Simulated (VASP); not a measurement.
Be: relaxation of cell and atoms with PBE

Be:

```
Be
1.0
     2.29000    0.00000    0.00000
    -1.14500    1.98320    0.00000
     0.00000    0.00000    3.58843
Be
2
Cartesian
  0.0000 1.3221 2.6913
  1.1450 0.6611 0.8971
```

```yaml
Program: VASP 6.6.1
Task: relaxation of cell and atoms
Functional: PBE
Potentials_or_basis: VASP PAW PBE potentials, release 64 (Be)
Cutoff: 600 eV
k_mesh: 10 × 10 × 6
Occupations: gaussian, width 0.05 eV
Spin: no spin polarisation
Dipole_correction: no
Further_INCAR_settings: ALGO = Fast; EDIFF = 1e-07; IBRION = 2; EDIFFG = -0.03; NSW = 80; ISIF = 3
```

```yaml
Relaxed_volume: 7.97 Å³/atom
Relaxed_cell: a = 2.282 Å, b = 2.282 Å, c = 3.534 Å, α = 90.00°, β = 90.00°, γ = 120.00°
Space_group_after_relaxing_to_0.05_Å: P6_3/mmc (No. 194)
Energy_gained_by_relaxing: 2.9 meV/atom
Ionic_steps: 2
Pressure_after_relaxing: -0.3 GPa
Band_gap_on_the_k_mesh: zero (band 2 reaches 7.35 eV, above the bottom of band 3 at 6.58 eV)
```

Stress tensor (GPa, compression positive):
```
-0.18  0.00  0.00
 0.00 -0.18  0.00
 0.00  0.00 -0.46
```

The path:
| step | energy change (eV) | largest force (eV/Å) | pressure (GPa) | volume (Å³) |
| --- | --- | --- | --- | --- |
| 1 | 0.0000 | 0.0000 | -3.06 | 16.30 |
| 2 | -0.0059 | 0.0000 | -0.28 | 15.93 |

Final structure:
```xyz
2
Lattice="2.2817 0.0000 0.0000 -1.1408 1.9760 0.0000 0.0000 0.0000 3.5338" Properties=species:S:1:pos:R:3 pbc="T T T"
Be    0.0000    1.3173    2.6503
Be    1.1408    0.6587    0.8834
```

Levels at points of the mesh, in eV from the Fermi level:
```csv
k point,band 1,band 2,band 3,band 4,band 5
"(0.00, 0.00, 0.00)",-11.30,-4.25,1.38,15.58,15.58
"(0.50, 0.00, 0.00)",-5.02,-3.18,3.66,6.55,6.92
"(0.00, 0.00, 0.50)",-9.09,-9.09,11.15,11.15,17.29
"(0.50, 0.00, 0.50)",-3.61,-3.61,1.51,1.51,11.77
```

Run time: 4.2 s on 1 thread of Intel(R) Xeon(R) 6975P-C (Granite Rapids), with other jobs on the host, peak memory 0.12 GiB.
